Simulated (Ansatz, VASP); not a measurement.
Rh in VASP and in Ansatz

Contents of INCAR:

```
PREC     = Accurate       # precision mode
ENCUT    = 520            # plane-wave cutoff, eV
EDIFF    = 1E-8           # SCF threshold, eV
ISMEAR   = -1             # smearing method
SIGMA    = 0.03           # smearing width, eV
LREAL    = F              # projectors in reciprocal space
LASPH    = T              # aspherical terms in the spheres
NELM     = 100            # most SCF steps
ALGO     = Normal         # electronic algorithm
ISIF     = 2              # what is computed and relaxed
LWAVE    = F              # write WAVECAR
LCHARG   = F              # write CHGCAR
LEFG     = T            
NBANDS   = 14             # bands
```

Contents of KPOINTS:

```
Automatic mesh
0
Gamma
  16 16 16
```

Contents of POSCAR:

```
Rh
1.0
    0.0000000000      1.8635190000      1.9015500000
    1.8635190000      0.0000000000      1.9015500000
    1.8635190000      1.8635190000      0.0000000000
Rh
1
Direct
    0.0000000000      0.0000000000      0.0000000000
```

Input for Ansatz:

```yaml
crystal:
  lattice:
    - [0.0, 1.863519, 1.90155]
    - [1.863519, 0.0, 1.90155]
    - [1.863519, 1.863519, 0.0]
  atoms:
    - { symbol: Rh, position: [0.0, 0.0, 0.0] }
kpoints:
  mp_grid: { grid: [16, 16, 16] }
scf:
  occupations: { method: fermi_dirac, width: 0.03 }
hamiltonian:
  xc: lda
  pseudopotentials: { kind: paw }
output:
  forces: true
  stress: true
  eigenvalues: true
  efg: { contact_densities: true }
```

Change from the starting cell: equal xx and yy strain of -2 %, PAW files.

Alike in both runs: task electric field gradients; functional LDA; k mesh 16 × 16 × 16; occupations fermi-dirac, width 0.03 eV; no spin polarisation.

|  | VASP | Ansatz |
| --- | --- | --- |
| version | VASP 6.6.1 | Ansatz 0.2.0 |
| potentials or method | VASP PAW LDA potentials, release 64 (Rh_pv) | PAW with Ansatz's default frozen-core files, scalar-relativistic |
| plane-wave cutoff (eV) | 520 | 420 |
| valence electrons in the cell | 15 | 17 |

VASP gave:

| Item | Value |
| --- | --- |
| pressure (GPa) | 1.4 |
| traceless stress, the component that is largest in VASP (GPa) | -3.62 |
| size of Vzz on the site where it differs most (V/Å²) | 1.5 |

Question: What did Ansatz give for the same quantities?

Answer: Pressure (GPa): 0.5; traceless stress, the component that is largest in VASP (GPa): -3.63; size of Vzz on the site where it differs most (V/Å²): 1.6.

LDA's correlation is that of Perdew and Zunger in VASP and of Perdew and Wang (1992) in Ansatz. VASP's potentials hold 15 valence electrons a cell and Ansatz's 17, so a difference there can come from the potentials and not from the codes.
